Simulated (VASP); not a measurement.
# Re: single point with PBEsol

Crystal: Re.

```
Re
1.0
     2.63162    0.00000    0.00000
    -1.31581    2.27905    0.00000
     0.00000    0.00000    4.24616
Re
2
Direct
  0.33333 0.66667 0.25000
  0.66667 0.33333 0.75000
```

```json
{
  "Program": "VASP 6.6.1",
  "Task": "single point",
  "Functional": "PBEsol",
  "Potentials or basis": "VASP PAW PBE potentials, release 64 (Re)",
  "Cutoff": "520 eV",
  "k mesh": "17 × 17 × 9",
  "Occupations": "fermi-dirac, width 0.1 eV",
  "Spin": "no spin polarisation"
}
```

* Pressure: 72.2 GPa
* Band gap on the k mesh: zero (band 7 reaches 11.69 eV, above the bottom of band 8 at 7.55 eV)

Stress tensor (GPa, compression positive):
```
72.22  0.00  0.00
 0.00 72.22  0.00
 0.00  0.00 72.14
```

Levels at points of the mesh, in eV from the Fermi level:
| k point | band 3 | band 4 | band 5 | band 6 | band 7 | band 8 | band 9 | band 10 | band 11 | band 12 |
| --- | --- | --- | --- | --- | --- | --- | --- | --- | --- | --- |
| (0.00, 0.00, 0.00) | -2.05 | -2.05 | -2.01 | -0.99 | -0.99 | 0.15 | 0.15 | 1.04 | 4.06 | 4.06 |

Run time: 34 s on 1 thread of Intel Xeon 6975P-C (shared host), peak memory 0.18 GiB.

Caveat: the PAW data sets were made with another functional, which shifts forces and pressure a little; spin-orbit coupling is left out, which moves the levels of the heavy elements.
